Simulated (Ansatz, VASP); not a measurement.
# One calculation of CsBr, two programs

```
Cs Br
1.0
     4.28600    0.00000    0.00000
     0.00000    4.28600    0.00000
     0.00000    0.00000    4.28600
Cs Br
1 1
Direct
  0.00000 0.00000 0.00000
  0.50000 0.50000 0.50000
```

Alike in both runs: functional r2SCAN; k mesh 7 × 7 × 7; occupations fermi-dirac, width 0.03 eV; no spin polarisation.

Ansatz relaxed the structure, and its values are those at the end. VASP's run is a single point on that final structure, the one shown.

|  | VASP | Ansatz |
| --- | --- | --- |
| version | VASP 6.6.1 | Ansatz 0.2.0 |
| potentials or method | VASP PAW PBE potentials, release 64 (Cs_sv, Br) | PAW with Ansatz's default frozen-core files, scalar-relativistic |
| plane-wave cutoff (eV) | 550 | 500 |
| valence electrons in the cell | 16 | 16 |

```csv
,VASP,Ansatz,Ansatz less VASP
gap on the k mesh at the Fermi level (eV),5.29,5.30,+0.015
pressure (GPa),0.5,0.4,-0.05
```

VASP's potentials were made for PBE, not for r2SCAN. The functional is the same, so the differences come from potentials, cutoffs and numerics. Ansatz's warnings: stress scf threshold loose.

Spin-orbit coupling is off throughout.
